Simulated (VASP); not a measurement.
# SrC2 (I4/mmm) in VASP: a series of runs, part 2 of 3

VASP 6.6.1.

## 3. Relaxation of shape and atoms at fixed volume, LDA (17.39 Å³/atom)

This run uses another cell than the first one, of 17.39 Å³/atom.

INCAR

```
SYSTEM = SrC2
PREC = Accurate ; ENCUT = 600
EDIFF = 1E-6 ; ISMEAR = 0
SIGMA = 0.01 ; LREAL = .FALSE.
LASPH = .TRUE. ; NELM = 100
ALGO = Normal ; ISIF = 4
LWAVE = .FALSE. ; LCHARG = .FALSE.
GGA = CA ; IBRION = 2
NSW = 80 ; EDIFFG = -0.001
```

KPOINTS

```
Automatic mesh
0
G
  10 10 10
  0 0 0
```

POSCAR

```
SrC2
1.0
   -1.9823229797      1.9823229797      3.3197064883
    1.9823229797     -1.9823229797      3.3197064883
    1.9823229797      1.9823229797     -3.3197064883
Sr C
1 2
Direct
    0.0000000000      0.0000000000      0.0000000000
    0.4063724269      0.4063724269      0.0000000000
    0.5936275731      0.5936275731      0.0000000000
```

Potentials or basis: VASP PAW LDA potentials, release 64 (Sr_sv, C).

The run is started by

```bash
> cat potpaw_LDA.64/Sr_sv/POTCAR potpaw_LDA.64/C/POTCAR > POTCAR
> mpirun -np 1 vasp_std > vasp.out
```

OUTCAR:

```text
SYSTEM = SrC2
   PREC = Accurate
   ENCUT = 600
   EDIFF = 1E-6
   ISMEAR = 0
   LREAL = .FALSE.
   LASPH = .TRUE.
   NELM = 100
   ISIF = 4
   GGA = CA
   IBRION = 2
   NSW = 80
   EDIFFG = -0.001

 ion  position               nearest neighbor table
   1  0.000  0.000  0.000-   2 2.70   3 2.70   3 2.87   2 2.87   3 2.87   3 2.87   3 2.87   2 2.87
                             2 2.87   2 2.87
   2  0.406  0.406  0.000-   3 1.24   1 2.70   1 2.87   1 2.87   1 2.87   1 2.87
   3  0.594  0.594  0.000-   2 1.24   1 2.70   1 2.87   1 2.87   1 2.87   1 2.87

  LATTYP: Found a body centered tetragonal cell.
 ALAT       =     3.9646459594
 C/A-ratio  =     1.6746546967

  Lattice vectors:

 A1 = (  -1.9823229797,   1.9823229797,   3.3197064883)
 A2 = (   1.9823229797,  -1.9823229797,   3.3197064883)
 A3 = (   1.9823229797,   1.9823229797,  -3.3197064883)

Analysis of symmetry for initial positions (statically):
=====================================================================
 Subroutine PRICEL returns:
 Original cell was already a primitive cell.

 Routine SETGRP: Setting up the symmetry group for a
 body centered tetragonal supercell.

 Subroutine GETGRP returns: Found 16 space group operations
 (whereof 16 operations were pure point group operations)
 out of a pool of 16 trial point group operations.

The static configuration has the point symmetry D_4h.

[... 350 lines left out ...]
 number of electron      18.0000000 magnetization

 Free energy of the ion-electron system (eV)
  ---------------------------------------------------
  ext. energy  EPLUGINS =         0.00000000
  ---------------------------------------------------
  free energy    TOTEN  =       -21.77390383 eV

  energy without entropy =      -21.77390383  energy(sigma->0) =      -21.77390383

 E-fermi :   1.1688     XC(G=0):  -9.7543

 val. band max:        0.9972065617   @ k =  -0.4000  -0.4000   0.4000
 cond. band min:       2.1664578545   @ k =   0.5000   0.5000   0.0000
 fundamental gap:      1.1692512928
 Fermi energy:         1.1687698059

 k-point     1 :       0.0000    0.0000    0.0000
  band No.  band energies     occupation
      1     -31.7231      2.00000
      2     -13.8242      2.00000
      3     -13.8242      2.00000
      4     -13.7176      2.00000
      5     -11.5103      2.00000
      6      -1.4481      2.00000
      7      -1.1845      2.00000
      8       0.0779      2.00000
      9       0.0779      2.00000
     10       4.2619      0.00000
     11       4.2619      0.00000
     12       5.3593      0.00000
     13       6.6202      0.00000
[... 354 lines left out ...]
  band No.  band energies     occupation
      1     -31.6857      2.00000
      2     -14.2246      2.00000
      3     -14.0402      2.00000
      4     -13.8264      2.00000
      5     -11.0495      2.00000
      6      -2.4147      2.00000
      7      -0.9665      2.00000
      8      -0.8133      2.00000
      9       0.6513      2.00000
     10       4.0034      0.00000
     11       5.7477      0.00000
     12       8.5184      0.00000
     13       9.1360      0.00000

 [... further k-points ...]

------------------------ aborting loop because EDIFF is reached ----------------------------------------

  FORCE on cell =-STRESS in cart. coord.  units (eV):
  Direction    XX          YY          ZZ          XY          YZ          ZX
  --------------------------------------------------------------------------------------
  -------------------------------------------------------------------------------------
  Total        0.4683978      0.4683978      0.4653129      0.0000000     -0.0000000      0.0000000
  in kB       14.3819219     14.3819219     14.2872004      0.0000000     -0.0000000      0.0000000
  external PRESSURE =      14.3503481 kB  Pullay stress =       0.0000000 kB
[... 18 lines left out ...]
  FREE ENERGIE OF THE ION-ELECTRON SYSTEM (eV)
  ---------------------------------------------------
  free  energy   TOTEN  =       -21.7739038323 eV

  energy  without entropy=      -21.7739038323  energy(sigma->0) =      -21.77390383

 reached required accuracy - stopping structural energy minimisation
```

OSZICAR:

```text
N       E                     dE             d eps       ncg     rms          rms(c)
DAV:   1     0.813725909435E+02    0.81373E+02   -0.99308E+03  2652   0.145E+03
DAV:   2    -0.195699835920E+02   -0.10094E+03   -0.96145E+02  3409   0.253E+02
DAV:   3    -0.248665281229E+02   -0.52965E+01   -0.52759E+01  3774   0.560E+01
DAV:   4    -0.250386520714E+02   -0.17212E+00   -0.17206E+00  4161   0.904E+00
[... 76 lines left out ...]
DAV:   3    -0.217738954939E+02    0.69258E-06   -0.33345E-06  2982   0.120E-02
  13 F= -.21773895E+02 E0= -.21773895E+02  d E =0.824983E-05
       N       E                     dE             d eps       ncg     rms          rms(c)
DAV:   1    -0.217739062417E+02   -0.10055E-04   -0.27038E-04  2672   0.134E-01    0.120E-02
DAV:   2    -0.217739042514E+02    0.19902E-05   -0.69955E-06  3342   0.187E-02    0.475E-03
DAV:   3    -0.217739038323E+02    0.41911E-06   -0.21221E-06  2516   0.955E-03
  14 F= -.21773904E+02 E0= -.21773904E+02  d E =-.886239E-07
```

CONTCAR:

```text
SrC2
   1.00000000000000
    -1.9797496857104060    1.9797496857104060    3.3283420574041185
     1.9797496857104060   -1.9797496857104060    3.3283420574041185
     1.9797496857104060    1.9797496857104060   -3.3283420574041185
  Sr              C
     1     2
Direct
     0.0000000000000000    0.0000000000000000    0.0000000000000000
     0.4059666682945027    0.4059666682945027    0.0000000000000000
     0.5940333317054973    0.5940333317054973    0.0000000000000000

  0.00000000E+00  0.00000000E+00  0.00000000E+00
  0.00000000E+00  0.00000000E+00  0.00000000E+00
  0.00000000E+00  0.00000000E+00  0.00000000E+00
```

Wall time 4.4 min (1 thread of AMD EPYC 9R45 (Zen 5), shared host); peak memory 0.21 GiB.

What came out:

| Quantity | Value |
| --- | --- |
| Free energy | -21.7739 eV |
| Energy gained by relaxing | 1.0 meV/atom |
| Ionic steps | 14 |
| Pressure after relaxing | 1.4 GPa |
| Band gap on the k mesh | 1.17 eV (least direct gap 2.09 eV) |

Step by step:
| step | energy change (eV) | largest force (eV/Å) | pressure (GPa) | volume (Å³) |
| --- | --- | --- | --- | --- |
| 1 | 0.0000 | 0.6807 | 2.27 | 52.18 |
| 2 | 0.1704 | 4.4993 | -3.98 | 52.18 |
| 3 | -0.0030 | 0.0633 | 1.40 | 52.18 |
| 4 | -0.0030 | 0.0249 | 1.45 | 52.18 |
| 5 | -0.0030 | 0.0152 | 1.48 | 52.18 |
| 6 | -0.0031 | 0.0019 | 1.46 | 52.18 |
| 7 | -0.0031 | 0.0053 | 1.44 | 52.18 |
| 8 | -0.0031 | 0.0043 | 1.45 | 52.18 |
| 9 | -0.0031 | 0.0013 | 1.45 | 52.18 |
| 10 | -0.0031 | 0.0031 | 1.45 | 52.18 |
| 11 | -0.0031 | 0.0038 | 1.44 | 52.18 |
| 12 | -0.0031 | 0.0041 | 1.44 | 52.18 |
| 13 | -0.0031 | 0.0371 | 1.40 | 52.18 |
| 14 | -0.0031 | 0.0004 | 1.44 | 52.18 |

Final structure:
```
Sr C
1.0
    -1.97975    1.97975    3.32834
     1.97975   -1.97975    3.32834
     1.97975    1.97975   -3.32834
Sr C
1 2
Direct
  0.00000 0.00000 0.00000
  0.40597 0.40597 0.00000
  0.59403 0.59403 0.00000
```

Levels at points of the mesh, in eV from the valence-band top:
| k point | band 6 | band 7 | band 8 | band 9 | band 10 | band 11 | band 12 | band 13 |
| --- | --- | --- | --- | --- | --- | --- | --- | --- |
| (0.00, 0.00, 0.00) | -2.45 | -2.18 | -0.92 | -0.92 | 3.26 | 3.26 | 4.36 | 5.62 |
| (0.50, 0.00, 0.00) | -3.94 | -2.37 | -1.91 | -0.37 | 4.77 | 5.85 | 6.63 | 7.24 |
| (0.50, 0.50, 0.00) | -2.67 | -1.99 | -1.23 | -0.92 | 1.17 | 5.86 | 7.76 | 9.10 |
| (0.50, 0.50, 0.50) | -3.65 | -1.30 | -1.30 | -0.04 | 3.06 | 6.37 | 6.86 | 6.86 |

A k mesh can miss the band edges.

(Part 2 of 3 ends here.)
